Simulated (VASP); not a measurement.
A run of VASP 6.6.1 is set up as follows.

Contents of INCAR:

```
PREC = Accurate ; ENCUT = 820
EDIFF = 1E-6 ; ISMEAR = 0
SIGMA = 0.1 ; LREAL = False
LASPH = True ; NELM = 120
ALGO = Normal ; ISIF = 2
LWAVE = False ; LCHARG = False
GGA = PE ; NBANDS = 26
GGA_COMPAT = False
```

File KPOINTS:

```
Automatic mesh
0
Gamma
  14 14 16
```

Contents of POSCAR:

```
Cu
1.0
    2.9215512251      0.0000000000      0.0000000000
    0.0000000000      2.9215512251      0.0000000000
    0.0000000000      0.0000000000      2.7315196881
Cu
2
Direct
    0.0000000000      0.0000000000      0.0000000000
    0.5000000000      0.5000000000      0.5000000000
```

Potentials or basis: VASP PAW PBE potentials, release 64 (Cu_sv_GW).

Launch:

```sh
$ cat potpaw_PBE.64/Cu_sv_GW/POTCAR > POTCAR
$ mpirun -np 1 vasp_std > vasp.out
```

(1) Estimate the band gap on the k mesh.

(2) Predict the pressure.

## Answers

(1) zero (bands 19 and 20 overlap by 7.69 eV).

(2) 2.7 GPa.

Caveat: the cell differs from its parent crystal (equal strain along all axes, cell held: -1.0 %).
